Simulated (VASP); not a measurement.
# Mg5Te: single point with PBE

Crystal: Mg5Te.

```xyz
6
Lattice="5.4039 0.0000 0.0000 -2.7020 4.6800 0.0000 0.0000 0.0000 6.3730" Properties=species:S:1:pos:R:3 pbc="T T T"
Mg    0.0000    3.1200    0.0000
Mg    2.7020    1.5600    0.0000
Mg    0.0000    3.1200    3.1865
Mg    2.7020    1.5600    3.1865
Mg    0.0000    0.0000    3.1865
Te    0.0000    0.0000    0.0000
```

* Program: VASP 6.6.1
* Task: single point
* Functional: PBE
* Potentials or basis: VASP PAW PBE potentials, release 64 (Mg, Te)
* Cutoff: 520 eV
* k mesh: 12 × 12 × 6
* Occupations: gaussian, width 0.1 eV
* Spin: no spin polarisation
* Dipole correction: no
* Further INCAR settings: ALGO = Fast; EDIFF = 1e-07; NBANDS = 17

* Pressure: -0.1 GPa
* Band gap on the k mesh: zero (bands 8 and 9 overlap by 0.82 eV)

Levels at points of the mesh, in eV from the Fermi level:
| k point | band 5 | band 6 | band 7 | band 8 | band 9 | band 10 | band 11 | band 12 |
| --- | --- | --- | --- | --- | --- | --- | --- | --- |
| (0.00, 0.00, 0.00) | -3.11 | -1.84 | 0.03 | 0.03 | 0.73 | 0.73 | 1.73 | 1.73 |
| (0.50, 0.00, 0.00) | -3.11 | -2.36 | -1.35 | -0.66 | 0.19 | 1.36 | 1.59 | 2.44 |
| (0.00, 0.00, 0.50) | -2.86 | -1.57 | 0.65 | 0.65 | 1.06 | 1.06 | 1.09 | 1.09 |
| (0.50, 0.00, 0.50) | -3.53 | -1.72 | -1.22 | -0.50 | 0.85 | 1.22 | 2.65 | 3.11 |

It took 90 s on 1 thread of Intel(R) Xeon(R) 6975P-C (Granite Rapids), with other jobs on the host, peak memory 0.39 GiB.

Caveat: spin-orbit coupling is left out, which moves the levels of the heavy elements.
